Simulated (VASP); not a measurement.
BN (Qingsongite):

```xyz
2
Lattice="0.0000 1.8044 1.8044 1.8044 0.0000 1.8044 1.8044 1.8044 0.0000" Properties=species:S:1:pos:R:3 pbc="T T T"
B     0.0000    0.0000    0.0000
N     0.9022    0.9022    0.9022
```

Base run:

| Item | Value |
| --- | --- |
| Program | VASP 6.6.1 |
| Functional | r2SCAN |
| Potentials or basis | VASP PAW PBE potentials, release 64 (B, N) |
| Cutoff | 520 eV |
| k mesh | 14 × 14 × 14 |
| Occupations | fermi-dirac, width 0.02 eV |
| Spin | no spin polarisation |

Its results: band gap on the k mesh 4.98 eV, indirect (least direct gap 9.55 eV); pressure 1.4 GPa.

Problem. The run is repeated on the same cell with these changes: potentials or basis from VASP PAW PBE potentials, release 64 (B, N) to VASP PAW PBE potentials, release 64 (B_h, N_h); cutoff from 520 eV to 910 eV; further incar settings from ALGO = Normal; EDIFF = 1e-07; NBANDS = 11 to ALGO = Normal; EDIFF = 1e-06; NBANDS = 11. What comes out?

Solution. Band gap on the k mesh 5.00 eV, indirect (least direct gap 9.57 eV); pressure -0.3 GPa.

Caveats: the PAW data sets were made with another functional, which shifts forces and pressure a little; the cutoff is under 1.25 times the usual one of these potentials, so pressure, stress and relaxed cells hold a basis-set (Pulay) error (some runs).

A k mesh can miss the band edges.
